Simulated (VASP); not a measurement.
# Cu (Cmcm) in VASP: further runs, part 2 of 2

VASP 6.6.1.

**3. Single point, PBEsol (normal strain along x -0.1100, normal strain along y +0.0550)**

INCAR reads:

```
PREC     = Accurate       # precision mode
ENCUT    = 520            # plane-wave cutoff, eV
EDIFF    = 1E-6           # SCF threshold, eV
ISMEAR   = 0              # smearing method
SIGMA    = 0.15           # smearing width, eV
LREAL    = False          # projectors in reciprocal space
LASPH    = True           # aspherical terms in the spheres
NELM     = 80             # most SCF steps
ALGO     = Fast           # electronic algorithm
ISIF     = 2              # what is computed and relaxed
LWAVE    = False          # write WAVECAR
LCHARG   = True           # write CHGCAR
GGA      = PS             # functional
LELF     = True           # ELF
LVHAR    = True         
NBANDS   = 18             # bands
```

KPOINTS reads:

```
Automatic mesh
0
Gamma
  20 20 18
```

POSCAR reads:

```
Cu
1.0
    1.0810783139     -4.1772371477      0.0000000000
    1.0810783139      4.1772371477      0.0000000000
    0.0000000000      0.0000000000      2.4675572805
Cu
2
Direct
    0.1338543804      0.8661456196      0.2500000000
    0.8661456196      0.1338543804      0.7500000000
```

Potentials or basis: VASP PAW PBE potentials, release 64 (Cu).

Run with:

```sh
cat potpaw_PBE.64/Cu/POTCAR > POTCAR
mpirun -np 1 vasp_std > vasp.out
```

It took 6.4 min on 1 thread of Intel Xeon Platinum 8259CL at 2.50GHz (Skylake/Cascade Lake), shared host; peak memory 0.46 GiB.

It converged, with:

```yaml
Free_energy: -7.8802 eV
Pressure: 17.9 GPa
Largest_force: 0.359 eV/Å
Band_gap_on_the_k_mesh: zero (bands 11 and 12 overlap by 6.53 eV)
```

Forces in eV/Å, atoms in the order of the input:
```
Cu   0.000  0.359  0.000
Cu   0.000 -0.359  0.000
```

Stress tensor (GPa, compression positive):
```
58.38  0.00  0.00
 0.00 -4.53  0.00
 0.00  0.00 -0.20
```

Levels at points of the mesh, in eV from the Fermi level:
| k point | band 8 | band 9 | band 10 | band 11 | band 12 | band 13 | band 14 | band 15 |
| --- | --- | --- | --- | --- | --- | --- | --- | --- |
| (0.00, 0.00, 0.00) | -1.73 | -1.62 | -1.61 | -1.51 | -1.36 | 3.57 | 14.31 | 20.08 |
| (0.50, 0.00, 0.00) | -2.51 | -2.27 | -1.80 | 0.21 | 2.19 | 3.96 | 8.05 | 12.76 |
| (0.50, 0.50, 0.00) | -2.30 | -2.23 | -1.66 | -1.46 | -1.45 | 11.21 | 13.13 | 16.89 |
| (0.00, 0.00, 0.50) | -2.22 | -1.59 | -1.59 | -0.23 | -0.23 | 7.01 | 7.01 | 8.23 |
| (0.50, 0.00, 0.50) | -1.91 | -0.97 | -0.97 | 4.74 | 4.74 | 8.46 | 8.46 | 10.88 |
| (0.50, 0.50, 0.50) | -1.82 | -1.74 | -1.74 | -1.51 | -1.51 | 3.31 | 3.31 | 15.33 |

Caveat: the cell differs from its parent crystal (normal strain along x -0.1100, normal strain along y +0.0550); the cell stands under pressure; the PAW data sets were made with another functional, which shifts forces and pressure a little.

**4. Single point, PBEsol (normal strain along x +0.1100, normal strain along y -0.0550)**

INCAR reads:

```
PREC = Accurate
ENCUT = 520
EDIFF = 1E-7
ISMEAR = 0
SIGMA = 0.15
LREAL = F
LASPH = T
NELM = 80
ALGO = Fast
ISIF = 2
LWAVE = F
LCHARG = F
GGA = PS
NBANDS = 18
```

KPOINTS reads:

```
regular mesh
0
Gamma
  20 20 18
```

POSCAR reads:

```
Cu
1.0
    1.3483111555     -3.7416958337      0.0000000000
    1.3483111555      3.7416958337      0.0000000000
    0.0000000000      0.0000000000      2.4675572805
Cu
2
Direct
    0.1338543804      0.8661456196      0.2500000000
    0.8661456196      0.1338543804      0.7500000000
```

Run with:

```sh
cat potpaw_PBE.64/Cu/POTCAR > POTCAR
mpirun -np 1 vasp_std > vasp.out
```

Wall time 7.7 min (1 thread of Intel Xeon Platinum 8488C (Sapphire Rapids), shared host); peak memory 0.48 GiB.

It converged, with:

- Free energy: -8.1183 eV
- Pressure: -1.3 GPa
- Largest force: 0.668 eV/Å
- Band gap on the k mesh: zero (bands 11 and 12 overlap by 4.90 eV)

Forces in eV/Å, atoms in the order of the input:
```
Cu   0.000 -0.668  0.000
Cu   0.000  0.668  0.000
```

Stress tensor (GPa, compression positive):
```
-15.76   0.00   0.00
  0.00   7.87   0.00
  0.00   0.00   3.99
```

Levels at points of the mesh, in eV from the Fermi level:
```csv
k point,band 7,band 8,band 9,band 10,band 11,band 12,band 13,band 14,band 15,band 16
"(0.00, 0.00, 0.00)",-2.61,-2.34,-2.01,-1.83,-1.36,1.21,6.30,14.37,15.11,15.26
"(0.50, 0.00, 0.00)",-2.55,-2.50,-2.00,-1.55,-1.06,0.19,2.18,6.44,13.87,16.45
"(0.50, 0.50, 0.00)",-2.49,-2.17,-2.15,-2.11,-1.66,-1.54,11.00,16.23,16.46,18.15
"(0.00, 0.00, 0.50)",-2.71,-2.71,-1.74,-1.74,0.08,0.08,9.51,9.51,10.84,10.84
"(0.50, 0.00, 0.50)",-1.80,-1.80,-1.53,-1.53,2.93,2.93,6.85,6.85,9.15,9.15
"(0.50, 0.50, 0.50)",-2.21,-2.21,-1.52,-1.52,-0.52,-0.52,4.16,4.16,18.88,18.88
```

Caveat: the cell differs from its parent crystal (normal strain along x +0.1100, normal strain along y -0.0550); the PAW data sets were made with another functional, which shifts forces and pressure a little.

**5. Single point, PBEsol (normal strain along x +0.0000, normal strain along y +0.0550)**

INCAR reads:

```
ALGO = Fast
EDIFF = 1E-7
ENCUT = 520
GGA = PS
ISIF = 2
ISMEAR = 0
LASPH = True
LCHARG = False
LREAL = False
LWAVE = False
NBANDS = 18
NELM = 60
PREC = Accurate
SIGMA = 0.15
```

KPOINTS reads:

```
k-points
0
Gamma
  20 20 18
```

POSCAR reads:

```
Cu
1.0
    1.2146947347     -4.1772371477      0.0000000000
    1.2146947347      4.1772371477      0.0000000000
    0.0000000000      0.0000000000      2.4675572805
Cu
2
Direct
    0.1338543804      0.8661456196      0.2500000000
    0.8661456196      0.1338543804      0.7500000000
```

Run with:

```sh
cat potpaw_PBE.64/Cu/POTCAR > POTCAR
mpirun -np 1 vasp_std > vasp.out
```

Run time: 6.3 min. Hardware: 1 thread of Intel Xeon Platinum 8488C (Sapphire Rapids), shared host; peak memory 0.49 GiB.

Results (log left out):

| Property | Result |
| --- | --- |
| Free energy | -8.2589 eV |
| Pressure | -6.1 GPa |
| Largest force | 0.024 eV/Å |
| Band gap on the k mesh | zero (bands 11 and 12 overlap by 5.76 eV) |

Forces on the atoms (eV/Å):
```
Cu   0.000  0.024  0.000
Cu   0.000 -0.024  0.000
```

Stress tensor (GPa, compression positive):
```
 -2.50   0.00   0.00
  0.00 -11.06   0.00
  0.00   0.00  -4.81
```

Levels at points of the mesh, in eV from the Fermi level:
| k point | band 9 | band 10 | band 11 | band 12 | band 13 | band 14 |
| --- | --- | --- | --- | --- | --- | --- |
| (0.00, 0.00, 0.00) | -1.66 | -1.55 | -1.42 | -0.48 | 3.83 | 15.25 |
| (0.50, 0.00, 0.00) | -1.99 | -1.60 | -0.35 | 1.33 | 2.47 | 6.46 |
| (0.50, 0.50, 0.00) | -2.05 | -1.72 | -1.49 | -1.46 | 11.86 | 13.54 |
| (0.00, 0.00, 0.50) | -1.64 | -1.64 | 0.13 | 0.13 | 7.60 | 7.60 |
| (0.50, 0.00, 0.50) | -1.12 | -1.12 | 3.98 | 3.98 | 7.49 | 7.49 |
| (0.50, 0.50, 0.50) | -1.47 | -1.47 | -0.78 | -0.78 | 3.58 | 3.58 |

Caveat: the cell differs from its parent crystal (normal strain along x +0.0000, normal strain along y +0.0550); the cell stands under tension; the PAW data sets were made with another functional, which shifts forces and pressure a little.

**6. Single point, PBEsol (normal strain along x +0.0550, normal strain along y +0.0000)**

INCAR reads:

```
  PREC = Accurate
  ENCUT = 520
  EDIFF = 1E-6
  ISMEAR = 0
  SIGMA = 0.15
  LREAL = False
  LASPH = True
  NELM = 80
  ALGO = Fast
  ISIF = 2
  LWAVE = False
  LCHARG = False
  GGA = PS
  NBANDS = 18
```

KPOINTS reads:

```
Automatic mesh
0
Gamma
  20 20 18
```

POSCAR reads:

```
Cu
1.0
    1.2815029451     -3.9594664907      0.0000000000
    1.2815029451      3.9594664907      0.0000000000
    0.0000000000      0.0000000000      2.4675572805
Cu
2
Direct
    0.1338543804      0.8661456196      0.2500000000
    0.8661456196      0.1338543804      0.7500000000
```

Potentials or basis: VASP PAW PBE potentials, release 64 (Cu).

Run with:

```sh
cat potpaw_PBE.64/Cu/POTCAR > POTCAR
mpirun -np 1 vasp_std > vasp.out
```

Wall time 4.9 min (1 thread of Intel Xeon Platinum 8488C (Sapphire Rapids), shared host); peak memory 0.49 GiB.

The run converged. Its results:

```yaml
Free_energy: -8.2521 eV
Pressure: -5.1 GPa
Largest_force: 0.202 eV/Å
Band_gap_on_the_k_mesh: zero (bands 11 and 12 overlap by 5.34 eV)
```

Forces on the atoms (eV/Å):
```
Cu   0.000 -0.202  0.000
Cu   0.000  0.202  0.000
```

Stress tensor (GPa, compression positive):
```
-11.90   0.00   0.00
  0.00  -2.55   0.00
  0.00   0.00  -0.96
```

Levels at points of the mesh, in eV from the Fermi level:
```
           k point  band 9  band 10  band 11  band 12  band 13  band 14
(0.00, 0.00, 0.00)   -1.82    -1.68    -1.38     0.30     4.98    15.21
(0.50, 0.00, 0.00)   -1.98    -1.57    -0.70     0.77     2.20     6.35
(0.50, 0.50, 0.00)   -2.15    -1.93    -1.58    -1.50    13.37    14.02
(0.00, 0.00, 0.50)   -1.70    -1.70     0.13     0.13     8.51     8.51
(0.50, 0.00, 0.50)   -1.32    -1.32     3.43     3.43     7.16     7.16
(0.50, 0.50, 0.50)   -1.47    -1.47    -0.65    -0.65     3.85     3.85
```

Caveat: the cell differs from its parent crystal (normal strain along x +0.0550, normal strain along y +0.0000); the cell stands under tension; the PAW data sets were made with another functional, which shifts forces and pressure a little.

**7. The runs side by side**

```tsv
cell	further INCAR settings	gap on the mesh (eV)	pressure (GPa)	largest force (eV/Å)
a = 3.750, b = 3.750, c = 2.468 Å, angles 90.0, 90.0, 140.0°, 2 atoms	ALGO = Fast; EDIFF = 1e-06; NBANDS = 18	none	17.5	0.84
a = 4.315, b = 4.315, c = 2.468 Å, angles 90.0, 90.0, 151.0°, 2 atoms	ALGO = Fast; EDIFF = 1e-06; NBANDS = 18	none	17.9	0.36
a = 3.977, b = 3.977, c = 2.468 Å, angles 90.0, 90.0, 140.4°, 2 atoms	ALGO = Fast; EDIFF = 1e-07; NBANDS = 18	none	-1.3	0.67
a = 4.350, b = 4.350, c = 2.468 Å, angles 90.0, 90.0, 147.6°, 2 atoms	ALGO = Fast; EDIFF = 1e-07; NBANDS = 18	none	-6.1	0.02
a = 4.162, b = 4.162, c = 2.468 Å, angles 90.0, 90.0, 144.1°, 2 atoms	ALGO = Fast; EDIFF = 1e-06; NBANDS = 18	none	-5.1	0.20
```

Alike in all rows: task single point; level PBEsol; potentials or basis VASP PAW PBE potentials, release 64 (Cu); no spin polarisation; k mesh 20 × 20 × 18; cutoff (eV) 520; smearing gaussian 0.15 eV.

Caveats: the PAW data sets were made with another functional, which shifts forces and pressure a little; the cell stands under pressure (at least some runs); the cell stands under tension (at least some runs).

Total energies depend on the potentials used, so only differences within one code and one set of settings carry meaning.
